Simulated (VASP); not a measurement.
Input of a VASP 6.6.1 run:

POSCAR

```
Ag
1.0
    2.9103349780      0.0000000000      0.0000000000
   -1.4551674890      2.5204240244      0.0000000000
    0.0000000000      0.0000000000      4.7578513803
Ag
2
Direct
    0.6666666667      0.3333333333      0.7500000000
    0.3333333333      0.6666666667      0.2500000000
```

INCAR.step1

```
  PREC = Accurate
  ENCUT = 520
  ISMEAR = -1
  SIGMA = 0.05
  LREAL = False
  LASPH = True
  NELM = 100
  NBANDS = 18
  GGA = PE
  ALGO = Normal
  EDIFF = 1E-4
  LWAVE = True
  LCHARG = False
```

File INCAR.step2:

```
  PREC = Accurate
  ENCUT = 520
  EDIFF = 1E-7
  ISMEAR = -1
  SIGMA = 0.05
  LREAL = False
  LASPH = True
  NELM = 100
  ALGO = Normal
  ISIF = 2
  LWAVE = False
  LCHARG = False
  METAGGA = R2SCAN
  LMIXTAU = True
  NBANDS = 18
  ISTART = 1
```

The input KPOINTS:

```
regular mesh
0
Gamma
  10 10 6
```

Potentials or basis: VASP PAW PBE potentials, release 64 (Ag).

The run is started by

```sh
$ cat potpaw_PBE.64/Ag/POTCAR > POTCAR
$ cp INCAR.step1 INCAR
$ mpirun -np 1 vasp_std > vasp.out
$ cp INCAR.step2 INCAR
$ mpirun -np 1 vasp_std > vasp.out
```

(1) What does it give for the band gap on the k mesh?

(2) Estimate the pressure.

Results:

(1) zero (bands 11 and 12 overlap by 6.92 eV).

(2) -0.4 GPa.

Caveat: the PAW data sets were made with another functional, which shifts forces and pressure a little.
